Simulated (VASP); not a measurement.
Crystal: Ti.

```
Ti
1.0
     2.90120    0.00000    0.00000
    -1.45060    2.51251    0.00000
     0.00000    0.00000    4.59274
Ti
2
Direct
  0.33333 0.66667 0.25000
  0.66667 0.33333 0.75000
```

Base run:

| Quantity | Value |
| --- | --- |
| Program | VASP 6.6.1 |
| Functional | PBEsol |
| Potentials or basis | VASP PAW PBE potentials, release 64 (Ti_sv) |
| Cutoff | 520 eV |
| k mesh | 12 × 12 × 7 |
| Occupations | fermi-dirac, width 0.05 eV |
| Spin | no spin polarisation |

Its results: band gap on the k mesh zero (bands 12 and 13 overlap by 1.07 eV); pressure -0.3 GPa.

Task: The run is repeated on the same cell with these changes: functional from PBEsol to r2SCAN. What comes out?

Result: Band gap on the k mesh zero (bands 12 and 13 overlap by 1.27 eV); pressure 4.5 GPa.

Caveats: the PAW data sets were made with another functional, which shifts forces and pressure a little; the cell stands under pressure (at least some runs).
